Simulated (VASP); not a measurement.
Here is a VASP 6.6.1 calculation.

Contents of INCAR:

```
ALGO = Normal ; EDIFF = 1E-6
ENCUT = 520 ; GGA = PE
ISIF = 2 ; ISMEAR = 0
LASPH = True ; LCHARG = False
LREAL = False ; LWAVE = False
NBANDS = 12 ; NELM = 80
PREC = Accurate ; SIGMA = 0.1
```

KPOINTS

```
k-points
0
Gamma
  10 10 10
```

The input POSCAR:

```
Nb
1.0
   -1.6559686801      1.6559686801      1.6559686801
    1.6559686801     -1.6559686801      1.6559686801
    1.6559686801      1.6559686801     -1.6559686801
Nb
1
Direct
    0.0000000000      0.0000000000      0.0000000000
```

Potentials or basis: VASP PAW PBE potentials, release 64 (Nb_sv).

Command:

```console
$ cat potpaw_PBE.64/Nb_sv/POTCAR > POTCAR
$ mpirun -np 1 vasp_std > vasp.out
```

Q: Predict the band gap on the k mesh.

A: Zero (an odd number of electrons rules out a gap without spin polarisation).

Q: What does it give for the pressure?

A: -0.3 GPa.
